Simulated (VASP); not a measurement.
# Al2O3 (Pnnm) in VASP: single point with LDA

Aim: the single point of Al2O3 with LDA.

All numbers are computed with VASP 6.6.1; they aren't measurements. Logs are shortened: lines on timing, memory, paths and dates and some standing lists are left out, and cuts for length are marked.

### Step 1. The cell of the first run

The structure is orthorhombic, space group Pnnm (No. 58). The conventional cell has a = 4.614 Å, b = 9.563 Å, c = 3.120 Å, α = 90.00°, β = 90.00°, γ = 90.00°. Al (site symmetry m) has 4 O at 1.68 to 1.82 Å within 2.2 Å. Within 2.4 Å of O (site symmetry m) lie 3 Al at 1.82 Å. Within 2.2 Å of O (site symmetry 2/m) lie 2 Al at 1.68 Å.

### Step 2. Single point, LDA

Contents of INCAR:

```
  ALGO = Normal
  EDIFF = 1E-6
  ENCUT = 520
  GGA = CA
  ISIF = 2
  ISMEAR = 0
  LASPH = True
  LCHARG = False
  LREAL = False
  LWAVE = False
  NBANDS = 35
  NELM = 60
  PREC = Accurate
  SIGMA = 0.01
```

Contents of KPOINTS:

```
k-points
0
Gamma
  4 2 6
```

Contents of POSCAR:

```
Al2O3
1.0
    4.6137770000      0.0000000000      0.0000000000
    0.0000000000      9.5632790000      0.0000000000
    0.0000000000      0.0000000000      3.1198620000
Al O
4 6
Direct
    0.5170250000      0.3245730000      0.5000000000
    0.4829750000      0.6754270000      0.5000000000
    0.0170250000      0.1754270000      0.0000000000
    0.9829750000      0.8245730000      0.0000000000
    0.8763650000      0.2469500000      0.5000000000
    0.0000000000      0.0000000000      0.0000000000
    0.6236350000      0.7469500000      0.0000000000
    0.3763650000      0.2530500000      0.0000000000
    0.1236350000      0.7530500000      0.5000000000
    0.5000000000      0.5000000000      0.5000000000
```

Potentials or basis: VASP PAW LDA potentials, release 64 (Al, O).

The run is started by

```console
$ cat potpaw_LDA.64/Al/POTCAR potpaw_LDA.64/O/POTCAR > POTCAR
$ mpirun -np 1 vasp_std > vasp.out
```

OUTCAR:

```text
EDIFF = 1E-6
   ENCUT = 520
   GGA = CA
   ISIF = 2
   ISMEAR = 0
   LASPH = True
   LREAL = False
   NELM = 60
   PREC = Accurate

 ion  position               nearest neighbor table
   1  0.517  0.325  0.500-  10 1.68   5 1.82   8 1.82   8 1.82   3 3.13   3 3.13   3 3.13   3 3.13
                             2 3.36
   2  0.483  0.675  0.500-  10 1.68   9 1.82   7 1.82   7 1.82   4 3.13   4 3.13   4 3.13   4 3.13
                             1 3.36
   3  0.017  0.175  0.000-   6 1.68   8 1.82   5 1.82   5 1.82   1 3.13   1 3.13   1 3.13   1 3.13
                             4 3.36
   4  0.983  0.825  0.000-   6 1.68   7 1.82   9 1.82   9 1.82   2 3.13   2 3.13   2 3.13   2 3.13
                             3 3.36
   5  0.876  0.247  0.500-   1 1.82   3 1.82   3 1.82
   6  0.000  0.000  0.000-   3 1.68   4 1.68
   7  0.624  0.747  0.000-   4 1.82   2 1.82   2 1.82
   8  0.376  0.253  0.000-   3 1.82   1 1.82   1 1.82
   9  0.124  0.753  0.500-   2 1.82   4 1.82   4 1.82
  10  0.500  0.500  0.500-   1 1.68   2 1.68

  LATTYP: Found a simple orthorhombic cell.
 ALAT       =     3.1198620000
 B/A-ratio  =     1.4788400897
 C/A-ratio  =     3.0652891057

  Lattice vectors:

 A1 = (   0.0000000000,   0.0000000000,   3.1198620000)
 A2 = (   4.6137770000,   0.0000000000,   0.0000000000)
 A3 = (   0.0000000000,   9.5632790000,   0.0000000000)

Analysis of symmetry for initial positions (statically):
=====================================================================
 Subroutine PRICEL returns:
 Original cell was already a primitive cell.

 Routine SETGRP: Setting up the symmetry group for a
 simple orthorhombic supercell.

 Subroutine GETGRP returns: Found  8 space group operations
 (whereof  4 operations were pure point group operations)
 out of a pool of  8 trial point group operations.

The static configuration has the point symmetry C_2h.
 The point group associated with its full space group is D_2h.

Analysis of symmetry for dynamics (positions and initial velocities):
=====================================================================
 Subroutine PRICEL returns:
 Original cell was already a primitive cell.

 Routine SETGRP: Setting up the symmetry group for a
 simple orthorhombic supercell.

 Subroutine GETGRP returns: Found  8 space group operations
 (whereof  4 operations were pure point group operations)
 out of a pool of  8 trial point group operations.

[... 122 lines left out ...]
   ISIF   =      2    stress and relaxation
   ISYM   =      2    0-nonsym 1-usesym 2-fastsym
   POTIM  = 0.5000    time-step for ionic-motion
   TEBEG  =    0.0;   TEEND  =   0.0 temperature during run
   PSTRESS=    0.0 pullay stress
   NELECT =      48.0000    total number of electrons
   NUPDOWN=      -1.0000    fix difference up-down
   EMIN   =  10.00;   EMAX   =-10.00  energy-range for DOS
   EFERMI =   0.00;   METHOD = LEGACY
   ISMEAR =     0;   SIGMA  =   0.01  broadening in eV -4-tet -1-fermi 0-gaus
   EFERMI_NEDOS =   21; number of points for ismear=-14 and -15
   IALGO  =     38    algorithm
   IMIX   =      4    mixing-type and parameters
     AMIX     =   0.40;   BMIX     =  1.00
     AMIX_MAG =   1.60;   BMIX_MAG =  1.00
  volume/ion in A,a.u.               =      13.77        92.90
  Fermi-wavevector in a.u.,A,eV,Ry     =   1.152274  2.177482 18.064926  1.327735
  Thomas-Fermi vector in A             =   2.288926
   LORBIT       =      0    0 simple, 1 ext, 2 COOP (PROOUT), +10 PAW based schemes
   GGA     = CA    functional components
   LHFCALC =     F    Hartree Fock is set to
   AEXX    =    0.0000 exact exchange contribution
   IVDW    =     0    specifies the selected vdW correction
   LEPSILON=     F    determine dielectric tensor
   LRPA    =     F    only Hartree local field effects (RPA)
 non-spin polarized calculation
 Gauss-broadening in eV      SIGMA  =   0.01
  energy-cutoff  :      520.00
  volume of cell :      137.66
 maximum number of plane-waves:      3737
 NGX is ok and might be reduce to    36
   NGX = 17   NGY = 35   NGZ = 11

 number of electron      48.0000029 magnetization

 Free energy of the ion-electron system (eV)
  ---------------------------------------------------
  ext. energy  EPLUGINS =         0.00000000
  ---------------------------------------------------
  free energy    TOTEN  =       -80.66350356 eV

  energy without entropy =      -80.66350356  energy(sigma->0) =      -80.66350356

 E-fermi :   1.5922     XC(G=0):  -9.3198

 val. band max:        1.5139384671   @ k =   0.0000   0.0000   0.0000
 cond. band min:       4.8648369065   @ k =   0.0000   0.0000   0.0000
 fundamental gap:      3.3508984393
 Fermi energy:         1.5921744290

 k-point     1 :       0.0000    0.0000    0.0000
  band No.  band energies     occupation
      1     -17.1440      2.00000
      2     -17.0656      2.00000
      3     -15.7602      2.00000
      4     -15.7306      2.00000
      5     -14.4957      2.00000
      6     -14.3723      2.00000
[... 901 lines left out ...]
     34      11.7550      0.00000
     35      11.8888      0.00000

------------------------ aborting loop because EDIFF is reached ----------------------------------------

  FORCE on cell =-STRESS in cart. coord.  units (eV):
  Direction    XX          YY          ZZ          XY          YZ          ZX
  --------------------------------------------------------------------------------------
  -------------------------------------------------------------------------------------
  Total       -3.5386853     -3.4918910     -8.0779005      0.0000000      0.0000000      0.0000000
  in kB      -41.1863882    -40.6417544    -94.0178405      0.0000000      0.0000000      0.0000000
  external PRESSURE =     -58.6153277 kB  Pullay stress =       0.0000000 kB

 VOLUME and BASIS-vectors are now :
 -----------------------------------------------------------------------------
  energy-cutoff  :      520.00
  volume of cell :      137.66
      direct lattice vectors                 reciprocal lattice vectors
     4.613777000  0.000000000  0.000000000     0.216742162  0.000000000  0.000000000
     0.000000000  9.563279000  0.000000000     0.000000000  0.104566645  0.000000000
     0.000000000  0.000000000  3.119862000     0.000000000  0.000000000  0.320526998

 POSITION                                       TOTAL-FORCE (eV/Angst)
 -----------------------------------------------------------------------------------
      2.38544      3.10398      1.55993         0.078418     -0.055887      0.000000
      2.22834      6.45930      1.55993        -0.078418      0.055887     -0.000000
      0.07855      1.67766      0.00000         0.078418      0.055887     -0.000000
      4.53523      7.88562      0.00000        -0.078418     -0.055887     -0.000000
      4.04335      2.36165      1.55993        -0.193337     -0.016034     -0.000000
      0.00000      0.00000      0.00000        -0.000000      0.000000      0.000000
      2.87731      7.14329      0.00000         0.193337     -0.016034     -0.000000
      1.73646      2.41999      0.00000        -0.193337      0.016034      0.000000
      0.57042      7.20163      1.55993         0.193337      0.016034     -0.000000
      2.30689      4.78164      1.55993        -0.000000      0.000000      0.000000
 -----------------------------------------------------------------------------------
    total drift:                                0.000000     -0.000000     -0.000000

  FREE ENERGIE OF THE ION-ELECTRON SYSTEM (eV)
  ---------------------------------------------------
  free  energy   TOTEN  =       -80.6635035560 eV

  energy  without entropy=      -80.6635035560  energy(sigma->0) =      -80.66350356
```

Wall time 2.1 min (1 thread of Intel Xeon 6975P-C, shared host); peak memory 0.24 GiB.

What came out:

* Free energy: -80.6635 eV
* Pressure: -5.9 GPa
* Largest force: 0.194 eV/Å
* Band gap on the k mesh: 3.35 eV, direct

Forces on the atoms (eV/Å):
```
Al   0.078 -0.056  0.000
Al  -0.078  0.056  0.000
Al   0.078  0.056  0.000
Al  -0.078 -0.056  0.000
O   -0.193 -0.016  0.000
O    0.000  0.000  0.000
O    0.193 -0.016  0.000
O   -0.193  0.016  0.000
O    0.193  0.016  0.000
O    0.000  0.000  0.000
```
